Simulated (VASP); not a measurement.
# Al2Cu (P4/mmm) in VASP: further runs, part 2 of 3

VASP 6.6.1.

**3. Single point, LDA**

This run uses another cell than the first one, of 14.27 Å³/atom, 1.009 times its volume.

File INCAR:

```
ALGO = Normal
EDIFF = 1E-7
ENCUT = 520
ISIF = 2
ISMEAR = 0
LASPH = T
LCHARG = F
LREAL = F
LWAVE = F
NBANDS = 16
NELM = 80
PREC = Accurate
SIGMA = 0.15
```

File KPOINTS:

```
k-points
0
Gamma
  10 10 14
```

File POSCAR:

```
Al2Cu
1.0
    3.9479000000      0.0000000000      0.0000000000
    0.0000000000      3.9479000000      0.0000000000
    0.0000000000      0.0000000000      2.7461000000
Al Cu
2 1
Direct
    0.5000000000      0.0000000000      0.5000000000
    0.0000000000      0.5000000000      0.5000000000
    0.0000000000      0.0000000000      0.0000000000
```

Potentials or basis: VASP PAW LDA potentials, release 64 (Al, Cu).

The run is started by

```
cat potpaw_LDA.64/Al/POTCAR potpaw_LDA.64/Cu/POTCAR > POTCAR
mpirun -np 1 vasp_std > vasp.out
```

OUTCAR:

```text
EDIFF = 1E-7
   ENCUT = 520
   ISIF = 2
   ISMEAR = 0
   LASPH = T
   LREAL = F
   NELM = 80
   PREC = Accurate

 ion  position               nearest neighbor table
   1  0.500  0.000  0.500-   3 2.40   3 2.40   3 2.40   3 2.40   2 2.79   2 2.79   2 2.79   2 2.79

   2  0.000  0.500  0.500-   3 2.40   3 2.40   3 2.40   3 2.40   1 2.79   1 2.79   1 2.79   1 2.79

   3  0.000  0.000  0.000-   1 2.40   2 2.40   1 2.40   2 2.40   2 2.40   2 2.40   1 2.40   1 2.40

  LATTYP: Found a simple tetragonal cell.
 ALAT       =     3.9479000000
 C/A-ratio  =     0.6955849946

  Lattice vectors:

 A1 = (   3.9479000000,   0.0000000000,   0.0000000000)
 A2 = (   0.0000000000,   3.9479000000,   0.0000000000)
 A3 = (   0.0000000000,   0.0000000000,   2.7461000000)

Analysis of symmetry for initial positions (statically):
=====================================================================
 Subroutine PRICEL returns:
 Original cell was already a primitive cell.

 Routine SETGRP: Setting up the symmetry group for a
 simple tetragonal supercell.

 Subroutine GETGRP returns: Found 16 space group operations
 (whereof 16 operations were pure point group operations)
 out of a pool of 16 trial point group operations.

The static configuration has the point symmetry D_4h.

Analysis of symmetry for dynamics (positions and initial velocities):
=====================================================================
 Subroutine PRICEL returns:
 Original cell was already a primitive cell.

 Routine SETGRP: Setting up the symmetry group for a
 simple tetragonal supercell.

 Subroutine GETGRP returns: Found 16 space group operations
 (whereof 16 operations were pure point group operations)
 out of a pool of 16 trial point group operations.

The dynamic configuration has the point symmetry D_4h.

 Subroutine INISYM returns: Found 16 space group operations
 (whereof 16 operations are pure point group operations),
 and found     1 'primitive' translations

----------------------------------------------------------------------------------------

                                     Primitive cell

  volume of cell :      42.8005

  direct lattice vectors                    reciprocal lattice vectors
     3.947900000  0.000000000  0.000000000     0.253299222  0.000000000  0.000000000
     0.000000000  3.947900000  0.000000000     0.000000000  0.253299222  0.000000000
     0.000000000  0.000000000  2.746100000     0.000000000  0.000000000  0.364152799

  length of vectors
     3.947900000  3.947900000  2.746100000     0.253299222  0.253299222  0.364152799

  position of ions in fractional coordinates (direct lattice)
     0.500000000  0.000000000  0.500000000
     0.000000000  0.500000000  0.500000000
     0.000000000  0.000000000  0.000000000

  ion indices of the primitive-cell ions
   primitive index   ion index
                 1           1
                 2           2
                 3           3

----------------------------------------------------------------------------------------

 KPOINTS: k-points

Automatic generation of k-mesh.
 Grid dimensions read from file:
 generate k-points for:   10   10   14

 Generating k-lattice:

  Cartesian coordinates                     Fractional coordinates (reciprocal lattice)
     0.025329922  0.000000000  0.000000000     0.100000000  0.000000000  0.000000000
     0.000000000  0.025329922  0.000000000     0.000000000  0.100000000  0.000000000
     0.000000000  0.000000000  0.026010914     0.000000000  0.000000000  0.071428571

  Length of vectors
     0.025329922  0.025329922  0.026010914

  Shift w.r.t. Gamma in fractional coordinates (k-lattice)
     0.000000000  0.000000000  0.000000000

 Subroutine IBZKPT returns following result:
 ===========================================

 Found    168 irreducible k-points:

 Following reciprocal coordinates:
            Coordinates               Weight
  0.000000  0.000000  0.000000      1.000000
  0.100000  0.000000  0.000000      4.000000
  0.200000  0.000000  0.000000      4.000000
  0.300000  0.000000  0.000000      4.000000
  0.400000  0.000000  0.000000      4.000000
  0.500000  0.000000  0.000000      2.000000
[... 16 lines left out ...]
  0.100000  0.000000  0.071429      8.000000
  0.200000  0.000000  0.071429      8.000000
 [... further k-points ...]
   k-points           NKPTS =    168   k-points in BZ     NKDIM =    168   number of bands    NBANDS=     16
   number of dos      NEDOS =    301   number of ions     NIONS =      3
   total plane-waves  NPLWV =  18000
   dimension x,y,z NGX =    30 NGY =   30 NGZ =   20
   dimension x,y,z NGXF=    60 NGYF=   60 NGZF=   40
   ions per type =               2   1
   NGX,Y,Z   is equivalent  to a cutoff of  12.63, 12.63, 12.11 a.u.
   NGXF,Y,Z  is equivalent  to a cutoff of  25.27, 25.27, 24.22 a.u.
 SYSTEM =  unknown system
   PREC   = accura    normal or accurate (medium, high low for compatibility)
   ISTART =      0    job   : 0-new  1-cont  2-samecut
   ICHARG =      2    charge: 1-file 2-atom 10-const
   ISPIN  =      1    spin polarized calculation?
   LNONCOLLINEAR =      F non collinear calculations
   LSORBIT =      F    spin-orbit coupling
   LASPH  =      T    aspherical Exc in radial PAW
   ENCUT  =  520.0 eV  38.22 Ry    6.18 a.u.   7.34  7.34  5.11*2*pi/ulx,y,z
   NELM   =     80;   NELMIN=  2; NELMDL= -5     # of ELM steps
   EDIFF  = 0.1E-06   stopping-criterion for ELM
   LREAL  =      F    real-space projection
   EDIFFG = 0.1E-05   stopping-criterion for IOM
   NSW    =      0    number of steps for IOM
   IBRION =     -1    ionic relax: 0-MD 1-quasi-New 2-CG
   NFREE  =      0    steps in history (QN), initial steepest desc. (CG)
   ISIF   =      2    stress and relaxation
   ISYM   =      2    0-nonsym 1-usesym 2-fastsym
   POTIM  = 0.5000    time-step for ionic-motion
   TEBEG  =    0.0;   TEEND  =   0.0 temperature during run
   PSTRESS=    0.0 pullay stress
   NELECT =      17.0000    total number of electrons
   NUPDOWN=      -1.0000    fix difference up-down
   EMIN   =  10.00;   EMAX   =-10.00  energy-range for DOS
   EFERMI =   0.00;   METHOD = LEGACY
   ISMEAR =     0;   SIGMA  =   0.15  broadening in eV -4-tet -1-fermi 0-gaus
   EFERMI_NEDOS =   21; number of points for ismear=-14 and -15
   IALGO  =     38    algorithm
   IMIX   =      4    mixing-type and parameters
     AMIX     =   0.40;   BMIX     =  1.00
     AMIX_MAG =   1.60;   BMIX_MAG =  1.00
  volume/ion in A,a.u.               =      14.27        96.28
  Fermi-wavevector in a.u.,A,eV,Ry     =   1.203395  2.274087 19.703412  1.448160
  Thomas-Fermi vector in A             =   2.339150
   LORBIT       =      0    0 simple, 1 ext, 2 COOP (PROOUT), +10 PAW based schemes
   GGA     = CA    functional components
   LHFCALC =     F    Hartree Fock is set to
   AEXX    =    0.0000 exact exchange contribution
   IVDW    =     0    specifies the selected vdW correction
   LEPSILON=     F    determine dielectric tensor
   LRPA    =     F    only Hartree local field effects (RPA)
 non-spin polarized calculation
 Gauss-broadening in eV      SIGMA  =   0.15
  energy-cutoff  :      520.00
  volume of cell :       42.80
 maximum number of plane-waves:      1182
 NGX is ok and might be reduce to    30
   NGX = 15   NGY = 15   NGZ = 11

 number of electron      17.0000001 magnetization

 Free energy of the ion-electron system (eV)
  ---------------------------------------------------
  ext. energy  EPLUGINS =         0.00000000
  ---------------------------------------------------
  free energy    TOTEN  =       -13.13587641 eV

  energy without entropy =      -13.12671710  energy(sigma->0) =      -13.13129676

 E-fermi :   8.3447     XC(G=0): -11.1325

 val. band max:        8.3367681563   @ k =   0.5000   0.3000   0.4286
 cond. band min:       8.3644686649   @ k =   0.4000   0.4000   0.4286
 fundamental gap:      0.0277005086
 Fermi energy:         8.3447126564

 k-point     1 :       0.0000    0.0000    0.0000
  band No.  band energies     occupation
      1      -3.0580      2.00000
      2       2.2626      2.00000
      3       2.6956      2.00000
      4       3.5054      2.00000
      5       3.7680      2.00000
      6       3.7680      2.00000
[... 8 lines left out ...]
     15      15.8593      0.00000
     16      22.3782      0.00000
[... 419 lines left out ...]
 k-point    24 :       0.2000    0.0000    0.0714
  band No.  band energies     occupation
      1      -2.5954      2.00000
      2       2.0372      2.00000
      3       2.6841      2.00000
      4       3.4177      2.00000
      5       3.6059      2.00000
      6       3.6756      2.00000
[... 8 lines left out ...]
     15      19.0137      0.00000
     16      19.6150      0.00000

 [... further k-points ...]
[... 5 lines left out ...]
  --------------------------------------------------------------------------------------
  -------------------------------------------------------------------------------------
  Total        2.5151848      2.5151848      2.6908322      0.0000000     -0.0000000      0.0000000
  in kB       94.1524982     94.1524982    100.7276164      0.0000000     -0.0000000      0.0000000
  external PRESSURE =      96.3442042 kB  Pullay stress =       0.0000000 kB

 VOLUME and BASIS-vectors are now :
 -----------------------------------------------------------------------------
  energy-cutoff  :      520.00
  volume of cell :       42.80
      direct lattice vectors                 reciprocal lattice vectors
     3.947900000  0.000000000  0.000000000     0.253299222  0.000000000  0.000000000
     0.000000000  3.947900000  0.000000000     0.000000000  0.253299222  0.000000000
     0.000000000  0.000000000  2.746100000     0.000000000  0.000000000  0.364152799

 POSITION                                       TOTAL-FORCE (eV/Angst)
 -----------------------------------------------------------------------------------
      1.97395      0.00000      1.37305         0.000000      0.000000      0.000000
      0.00000      1.97395      1.37305         0.000000      0.000000      0.000000
      0.00000      0.00000      0.00000         0.000000      0.000000      0.000000
 -----------------------------------------------------------------------------------
    total drift:                               -0.000000     -0.000000     -0.000000

  FREE ENERGIE OF THE ION-ELECTRON SYSTEM (eV)
  ---------------------------------------------------
  free  energy   TOTEN  =       -13.1358764103 eV

  energy  without entropy=      -13.1267171044  energy(sigma->0) =      -13.13129676
```

Run time: 55 s. Hardware: 1 thread of AMD EPYC 9R45 (Zen 5), shared host; peak memory 0.19 GiB.

What came out:

* Free energy: -13.1359 eV
* Pressure: 9.6 GPa

[end of part 2 of 3]
